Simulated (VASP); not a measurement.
Set up this calculation in VASP 6.6.1, as the native input.

| Quantity | Value |
| --- | --- |
| Task | single point |
| Functional | LDA |
| Potentials or basis | VASP PAW LDA potentials, release 64 (Cu, O) |
| Cutoff | 520 eV |
| k mesh | 10 × 10 × 6 |
| Occupations | fermi-dirac, width 0.05 eV |
| Spin | no spin polarisation |
| Dipole correction | no |
| Further INCAR settings | ALGO = Normal; EDIFF = 1e-07; NBANDS = 25 |

The structure of CuO lies in POSCAR:

```
CuO
1.0
    3.1795331000      0.0000000000      0.0000000000
   -1.5897665500      2.7535564400      0.0000000000
    0.0000000000      0.0000000000      4.4314907300
Cu O
2 2
Direct
    0.0000000000      0.0000000000      0.0000000000
    0.0000000000      0.0000000000      0.5000000000
    0.3333333333      0.6666666667      0.2500000000
    0.6666666667      0.3333333333      0.7500000000
```

One way to write it, as run:

INCAR

```
SYSTEM = CuO
ALGO = Normal
EDIFF = 1E-7
ENCUT = 520
ISIF = 2
ISMEAR = -1
LASPH = .TRUE.
LCHARG = .FALSE.
LREAL = .FALSE.
LWAVE = .FALSE.
NBANDS = 25
NELM = 60
PREC = Accurate
SIGMA = 0.05
```

KPOINTS

```
k-points
0
G
  10 10 6
  0 0 0
```

Potentials or basis: VASP PAW LDA potentials, release 64 (Cu, O).

Launch:

```console
$ cat potpaw_LDA.64/Cu/POTCAR potpaw_LDA.64/O/POTCAR > POTCAR
$ mpirun -np 1 vasp_std > vasp.out
```

Results of the run:

```yaml
Pressure: -9.4 GPa
Band_gap_on_the_k_mesh: zero (band 17 reaches 6.01 eV, above the bottom of band 18 at 4.87 eV)
```

Caveat: semilocal functionals often make such compounds metallic where correlation or magnetic order opens a gap, which also shifts bond lengths.

It took 19 s on 1 thread of Intel(R) Xeon(R) 6975P-C (Granite Rapids), on a shared host, peak memory 0.16 GiB.
